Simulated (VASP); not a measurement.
The system is HfN.

```
Hf N
1.0
     0.00000    2.25600    2.25600
     2.25600    0.00000    2.25600
     2.25600    2.25600    0.00000
Hf N
1 1
Direct
  0.00000 0.00000 0.00000
  0.50000 0.50000 0.50000
```

- Program: VASP 6.6.1
- Task: relaxation of cell and atoms
- Functional: LDA
- Potentials or basis: VASP PAW LDA potentials, release 64 (Hf_pv, N)
- Cutoff: 600 eV
- k mesh: 10 × 10 × 10
- Occupations: methfessel-paxton, width 0.1 eV
- Spin: no spin polarisation

At the start: pressure -9.6 GPa; volume 11.48 Å³/atom.

Problem. Where does the relaxation end?

Solution. Over 4 steps the energy falls by 11.7 meV/atom and the volume is 11.10 Å³/atom (-3.3 %); space group Fm-3m (No. 225, to 0.05 Å).

The path:
| step | energy change (eV) | largest force (eV/Å) | pressure (GPa) | volume (Å³) |
| --- | --- | --- | --- | --- |
| 1 | 0.0000 | 0.0000 | -9.58 | 22.96 |
| 2 | 0.0789 | 0.0000 | 24.04 | 20.76 |
| 3 | -0.0234 | 0.0000 | -0.24 | 22.22 |
| 4 | -0.0234 | 0.0000 | -0.02 | 22.21 |

Final structure:
```
Hf N
1.0
     0.00000    2.23094    2.23094
     2.23094    0.00000    2.23094
     2.23094    2.23094    0.00000
Hf N
1 1
Cartesian
  4.4619 4.4619 4.4619
  2.2309 2.2309 2.2309
```
